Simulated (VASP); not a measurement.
MgB2, 3 atoms in the cell. The structure is hexagonal, space group P6/mmm (No. 191). The conventional cell has a = 3.067 Å, b = 3.067 Å, c = 3.488 Å, α = 90.00°, β = 90.00°, γ = 120.00°. Mg (site symmetry 6/mmm) has 12 B at 2.49 Å and 6 Mg at 3.07 Å within 3.3 Å. B (site symmetry -6m2) has 3 B at 1.77 Å and 6 Mg at 2.49 Å within 2.5 Å. 

```yaml
Program: VASP 6.6.1
Task: single point
Functional: PBEsol
Potentials_or_basis: VASP PAW PBE potentials, release 64 (Mg, B)
Cutoff: 520 eV
k_mesh: 12 × 12 × 10
Occupations: gaussian, width 0.05 eV
Spin: no spin polarisation
Dipole_correction: no
Further_INCAR_settings: ALGO = Normal; EDIFF = 1e-07; NBANDS = 11
```

Potentials or basis: VASP PAW PBE potentials, release 64 (Mg, B).

Launch:

```sh
$ cat potpaw_PBE.64/Mg/POTCAR potpaw_PBE.64/B/POTCAR > POTCAR
$ mpirun -np 1 vasp_std > vasp.out
```

Hardware: 1 thread of Intel Xeon 8259CL (shared host).

**Question.** How long does it take, and how much memory?

**Answer.** It took 41 s on 1 thread of Intel Xeon 8259CL, with other jobs on the host, peak memory 0.17 GiB. Counts: scf iterations 13, k points 114.
